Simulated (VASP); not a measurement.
# NaI (I4/mmm) in VASP: notebook

The runs below take NaI through single point, with PBEsol.

Program: VASP 6.6.1. These are calculated values, not measurements. Logs are shortened: lines on timing, memory, paths and dates and some standing lists are left out, and cuts for length are marked.

## (1) The cell of the first run

It takes space group I4/mmm (No. 139, tetragonal). Conventional cell: a = 4.440 Å, b = 4.440 Å, c = 6.667 Å, α = 90.00°, β = 90.00°, γ = 90.00°. Within 4.1 Å of Na (site symmetry 4/mmm) lie 6 I at 3.14 to 3.33 Å. I (site symmetry 4/mmm) has 6 Na at 3.14 to 3.33 Å within 4.1 Å.

## (2) Single point, PBEsol (strain -0.030 along x and y, +0.030 along z)

INCAR reads:

```
SYSTEM = NaI
PREC = Accurate ; ENCUT = 520
EDIFF = 1E-6 ; ISMEAR = 0
SIGMA = 0.05 ; LREAL = .False.
LASPH = .True. ; NELM = 80
ALGO = Normal ; ISIF = 2
LWAVE = .False. ; LCHARG = .False.
GGA = PS ; NBANDS = 14
```

KPOINTS reads:

```
Automatic mesh
0
Gamma
  6 6 6
  0 0 0
```

POSCAR reads:

```
NaI
1.0
    0.0000000000      3.1393080000      3.3334920000
    3.1393080000      0.0000000000      3.3334920000
    3.1393080000      3.1393080000      0.0000000000
Na I
1 1
Direct
    0.0000000000      0.0000000000      0.0000000000
    0.5000000000      0.5000000000      0.5000000000
```

Potentials or basis: VASP PAW PBE potentials, release 64 (Na_pv, I).

The run is started by

```
cat potpaw_PBE.64/Na_pv/POTCAR potpaw_PBE.64/I/POTCAR > POTCAR
mpirun -np 1 vasp_std > vasp.out
```

OUTCAR:

```text
SYSTEM = NaI
   PREC = Accurate
   ENCUT = 520
   EDIFF = 1E-6
   ISMEAR = 0
   LREAL = .False.
   LASPH = .True.
   NELM = 80
   ISIF = 2
   GGA = PS

 ion  position               nearest neighbor table
   1  0.000  0.000  0.000-   2 3.14   2 3.14   2 3.14   2 3.14
   2  0.500  0.500  0.500-   1 3.14   1 3.14   1 3.14   1 3.14

  LATTYP: Found a body centered tetragonal cell.
 ALAT       =     4.4396519501
 C/A-ratio  =     1.5016906899

  Lattice vectors:

 A1 = (  -3.1393080000,   0.0000000000,   3.3334920000)
 A2 = (   3.1393080000,   0.0000000000,   3.3334920000)
 A3 = (   0.0000000000,   3.1393080000,  -3.3334920000)

Analysis of symmetry for initial positions (statically):
=====================================================================
 Subroutine PRICEL returns:
 Original cell was already a primitive cell.

 Routine SETGRP: Setting up the symmetry group for a
 body centered tetragonal supercell.

 Subroutine GETGRP returns: Found 16 space group operations
 (whereof 16 operations were pure point group operations)
 out of a pool of 16 trial point group operations.

The static configuration has the point symmetry D_4h.

Analysis of symmetry for dynamics (positions and initial velocities):
=====================================================================
 Subroutine PRICEL returns:
 Original cell was already a primitive cell.

 Routine SETGRP: Setting up the symmetry group for a
 body centered tetragonal supercell.

 Subroutine GETGRP returns: Found 16 space group operations
 (whereof 16 operations were pure point group operations)
 out of a pool of 16 trial point group operations.

The dynamic configuration has the point symmetry D_4h.

 Subroutine INISYM returns: Found 16 space group operations
 (whereof 16 operations are pure point group operations),
 and found     1 'primitive' translations

----------------------------------------------------------------------------------------

                                     Primitive cell

  volume of cell :      65.7048

  direct lattice vectors                    reciprocal lattice vectors
     0.000000000  3.139308000  3.333492000    -0.159270769  0.159270769  0.149992860
     3.139308000  0.000000000  3.333492000     0.159270769 -0.159270769  0.149992860
     3.139308000  3.139308000  0.000000000     0.159270769  0.159270769 -0.149992860

  length of vectors
     4.579019942  4.579019942  4.439651950     0.270614512  0.270614512  0.270614512

  position of ions in fractional coordinates (direct lattice)
[... 85 lines left out ...]
   ISIF   =      2    stress and relaxation
   ISYM   =      2    0-nonsym 1-usesym 2-fastsym
   POTIM  = 0.5000    time-step for ionic-motion
   TEBEG  =    0.0;   TEEND  =   0.0 temperature during run
   PSTRESS=    0.0 pullay stress
   NELECT =      14.0000    total number of electrons
   NUPDOWN=      -1.0000    fix difference up-down
   EMIN   =  10.00;   EMAX   =-10.00  energy-range for DOS
   EFERMI =   0.00;   METHOD = LEGACY
   ISMEAR =     0;   SIGMA  =   0.05  broadening in eV -4-tet -1-fermi 0-gaus
   EFERMI_NEDOS =   21; number of points for ismear=-14 and -15
   IALGO  =     38    algorithm
   IMIX   =      4    mixing-type and parameters
     AMIX     =   0.40;   BMIX     =  1.00
     AMIX_MAG =   1.60;   BMIX_MAG =  1.00
  volume/ion in A,a.u.               =      32.85       221.70
  Fermi-wavevector in a.u.,A,eV,Ry     =   0.977804  1.847781 13.008536  0.956100
  Thomas-Fermi vector in A             =   2.108530
   LORBIT       =      0    0 simple, 1 ext, 2 COOP (PROOUT), +10 PAW based schemes
   GGA     = PS    functional components
   LHFCALC =     F    Hartree Fock is set to
   AEXX    =    0.0000 exact exchange contribution
   IVDW    =     0    specifies the selected vdW correction
   LEPSILON=     F    determine dielectric tensor
   LRPA    =     F    only Hartree local field effects (RPA)
 non-spin polarized calculation
 Gauss-broadening in eV      SIGMA  =   0.05
  energy-cutoff  :      520.00
  volume of cell :       65.70
 maximum number of plane-waves:      1793
 NGX is ok and might be reduce to    36
   NGX = 17   NGY = 17   NGZ = 17

 number of electron      14.0000003 magnetization

 Free energy of the ion-electron system (eV)
  ---------------------------------------------------
  ext. energy  EPLUGINS =         0.00000000
  ---------------------------------------------------
  free energy    TOTEN  =        -5.65645029 eV

  energy without entropy =       -5.65645029  energy(sigma->0) =       -5.65645029

 E-fermi :   1.2369     XC(G=0):  -7.9689

 val. band max:        0.9702140229   @ k =   0.0000   0.0000   0.0000
 cond. band min:       4.5304113109   @ k =   0.0000   0.0000   0.0000
 fundamental gap:      3.5601972879
 Fermi energy:         1.2368682338

 k-point     1 :       0.0000    0.0000    0.0000
  band No.  band energies     occupation
      1     -21.2715      2.00000
      2     -21.2682      2.00000
      3     -21.2682      2.00000
      4     -10.2075      2.00000
      5       0.9160      2.00000
      6       0.9160      2.00000
      7       0.9702      2.00000
      8       4.5304      0.00000
      9       8.5283      0.00000
     10       8.9342      0.00000
     11       8.9342      0.00000
     12      10.3374      0.00000
     13      11.0533      0.00000
     14      11.2166      0.00000
[... 377 lines left out ...]
      1     -21.2738      2.00000
      2     -21.2726      2.00000
      3     -21.2708      2.00000
      4      -9.7791      2.00000
      5      -0.9794      2.00000
      6      -0.1424      2.00000
      7       0.2309      2.00000
      8       5.9246      0.00000
      9       6.9160      0.00000
     10       9.5324      0.00000
     11      10.4574      0.00000
     12      11.8439      0.00000
     13      13.3145      0.00000
     14      14.0492      0.00000

 [... further k-points ...]
[... 5 lines left out ...]
  --------------------------------------------------------------------------------------
  -------------------------------------------------------------------------------------
  Total        0.2889799      0.2889799     -0.3568400      0.0000000     -0.0000000     -0.0000000
  in kB        7.0466224      7.0466224     -8.7013546      0.0000000     -0.0000000     -0.0000000
  external PRESSURE =       1.7972967 kB  Pullay stress =       0.0000000 kB

 VOLUME and BASIS-vectors are now :
 -----------------------------------------------------------------------------
  energy-cutoff  :      520.00
  volume of cell :       65.70
      direct lattice vectors                 reciprocal lattice vectors
     0.000000000  3.139308000  3.333492000    -0.159270769  0.159270769  0.149992860
     3.139308000  0.000000000  3.333492000     0.159270769 -0.159270769  0.149992860
     3.139308000  3.139308000  0.000000000     0.159270769  0.159270769 -0.149992860

 POSITION                                       TOTAL-FORCE (eV/Angst)
 -----------------------------------------------------------------------------------
      0.00000      0.00000      0.00000         0.000000     -0.000000      0.000000
      3.13931      3.13931      3.33349        -0.000000      0.000000      0.000000
 -----------------------------------------------------------------------------------
    total drift:                                0.000000      0.000000      0.000000

  FREE ENERGIE OF THE ION-ELECTRON SYSTEM (eV)
  ---------------------------------------------------
  free  energy   TOTEN  =        -5.6564502864 eV

  energy  without entropy=       -5.6564502864  energy(sigma->0) =       -5.65645029
```

OSZICAR:

```text
N       E                     dE             d eps       ncg     rms          rms(c)
DAV:   1     0.822583618352E+02    0.82258E+02   -0.66153E+03   840   0.895E+02
DAV:   2     0.802355059052E+00   -0.81456E+02   -0.76159E+02   894   0.216E+02
DAV:   3    -0.556300166250E+01   -0.63654E+01   -0.63241E+01  1092   0.600E+01
DAV:   4    -0.572023448547E+01   -0.15723E+00   -0.15720E+00  1060   0.969E+00
DAV:   5    -0.572414132739E+01   -0.39068E-02   -0.39068E-02  1140   0.146E+00    0.144E+00
DAV:   6    -0.566565216857E+01    0.58489E-01   -0.63890E-02  1020   0.191E+00    0.938E-01
DAV:   7    -0.565550412101E+01    0.10148E-01   -0.52839E-02  1068   0.142E+00    0.528E-01
DAV:   8    -0.565647966043E+01   -0.97554E-03   -0.34074E-03  1008   0.564E-01    0.896E-02
DAV:   9    -0.565644412372E+01    0.35537E-04   -0.12715E-04  1098   0.128E-01    0.214E-02
DAV:  10    -0.565644981263E+01   -0.56889E-05   -0.19986E-05  1050   0.493E-02    0.593E-03
DAV:  11    -0.565645028643E+01   -0.47379E-06   -0.22804E-06  1044   0.153E-02
   1 F= -.56564503E+01 E0= -.56564503E+01  d E =-.580541E-16
```

Run time: 34 s. Hardware: 1 thread of Intel Xeon 6975P-C, shared host; peak memory 0.21 GiB.

Results:

| Item | Value |
| --- | --- |
| Free energy | -5.6565 eV |
| Pressure | 0.2 GPa |
| Band gap on the k mesh | 3.56 eV, direct |

Stress tensor (GPa, compression positive):
```
 0.70  0.00  0.00
 0.00  0.70  0.00
 0.00  0.00 -0.87
```

Caveat: the cell differs from its parent crystal (strain -0.030 along x and y, +0.030 along z); the PAW data sets were made with another functional, which shifts forces and pressure a little; spin-orbit coupling is left out, which moves the levels of the heavy elements.

## (3) Single point, PBEsol (strain +0.000 along x and y, -0.030 along z)

INCAR reads:

```
SYSTEM = NaI
  ALGO = Normal
  EDIFF = 1E-7
  ENCUT = 520
  GGA = PS
  ISIF = 2
  ISMEAR = 0
  LASPH = .TRUE.
  LCHARG = .FALSE.
  LREAL = .FALSE.
  LWAVE = .FALSE.
  NBANDS = 14
  NELM = 80
  PREC = Accurate
  SIGMA = 0.05
```

KPOINTS reads:

```
k-points
0
G
  6 6 6
  0 0 0
```

POSCAR reads:

```
NaI
1.0
    0.0000000000      3.2364000000      3.1393080000
    3.2364000000      0.0000000000      3.1393080000
    3.2364000000      3.2364000000      0.0000000000
Na I
1 1
Direct
    0.0000000000      0.0000000000      0.0000000000
    0.5000000000      0.5000000000      0.5000000000
```

Potentials or basis: VASP PAW PBE potentials, release 64 (Na_pv, I).

The run is started by

```
cat potpaw_PBE.64/Na_pv/POTCAR potpaw_PBE.64/I/POTCAR > POTCAR
mpirun -np 1 vasp_std > vasp.out
```

It took 39 s on 1 thread of Intel Xeon 6975P-C, shared host; peak memory 0.21 GiB.

It converged, with:

```
Free energy            : -5.6660 eV
Pressure               : 0.0 GPa
Band gap on the k mesh : 3.57 eV, direct
```

Stress tensor (GPa, compression positive):
```
-0.26  0.00  0.00
 0.00 -0.26  0.00
 0.00  0.00  0.66
```

Levels at points of the mesh, in eV from the valence-band top:
| k point | band 4 | band 5 | band 6 | band 7 | band 8 | band 9 | band 10 | band 11 |
| --- | --- | --- | --- | --- | --- | --- | --- | --- |
| (0.00, 0.00, 0.00) | -11.15 | -0.04 | 0.00 | 0.00 | 3.57 | 7.77 | 7.77 | 7.97 |
| (0.50, 0.00, 0.00) | -10.80 | -2.34 | -0.35 | -0.29 | 4.94 | 7.26 | 7.52 | 8.91 |
| (0.50, 0.50, 0.00) | -10.70 | -2.05 | -0.86 | -0.86 | 4.43 | 5.30 | 10.04 | 11.28 |
| (0.50, 0.00, 0.50) | -10.73 | -2.06 | -0.85 | -0.72 | 4.46 | 5.38 | 9.82 | 11.15 |

Caveat: the cell differs from its parent crystal (strain +0.000 along x and y, -0.030 along z); the PAW data sets were made with another functional, which shifts forces and pressure a little; spin-orbit coupling is left out, which moves the levels of the heavy elements.
